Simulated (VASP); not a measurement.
Here is a VASP 6.6.1 calculation.

File POSCAR:

```
CdSe
1.0
    0.0000000000      3.0677809650      3.0677809650
    3.0677809650      0.0000000000      3.0677809650
    3.0677809650      3.0677809650      0.0000000000
Cd Se
1 1
Direct
    0.0000000000      0.0000000000      0.0000000000
    0.2500000000      0.2500000000      0.2500000000
```

INCAR.step1

```
SYSTEM = CdSe
  ALGO = Normal
  EDIFF = 1E-4
  ENCUT = 520
  GGA = PE
  ISMEAR = 0
  LASPH = .True.
  LCHARG = .False.
  LREAL = .False.
  LWAVE = .True.
  NBANDS = 16
  NELM = 60
  PREC = Accurate
  SIGMA = 0.01
```

File INCAR.step2:

```
SYSTEM = CdSe
  ALGO = Normal
  EDIFF = 1E-6
  ENCUT = 520
  ISIF = 2
  ISMEAR = 0
  ISTART = 1
  LASPH = .True.
  LCHARG = .True.
  LELF = .True.
  LMIXTAU = .True.
  LREAL = .False.
  LVHAR = .True.
  LWAVE = .False.
  METAGGA = R2SCAN
  NBANDS = 16
  NELM = 60
  PREC = Accurate
  SIGMA = 0.01
```

Contents of KPOINTS:

```
k-points
0
Gamma
  8 8 8
  0 0 0
```

Potentials or basis: VASP PAW PBE potentials, release 64 (Cd, Se).

Command:

```sh
$ cat potpaw_PBE.64/Cd/POTCAR potpaw_PBE.64/Se/POTCAR > POTCAR
$ cp INCAR.step1 INCAR
$ mpirun -np 1 vasp_std > vasp.out
$ cp INCAR.step2 INCAR
$ mpirun -np 1 vasp_std > vasp.out
```

(1) What does it give for the band gap on the k mesh?

(2) Predict the pressure.

## Answers

(1) 1.03 eV, direct.

(2) 0.2 GPa.

Caveat: the PAW data sets were made with another functional, which shifts forces and pressure a little.
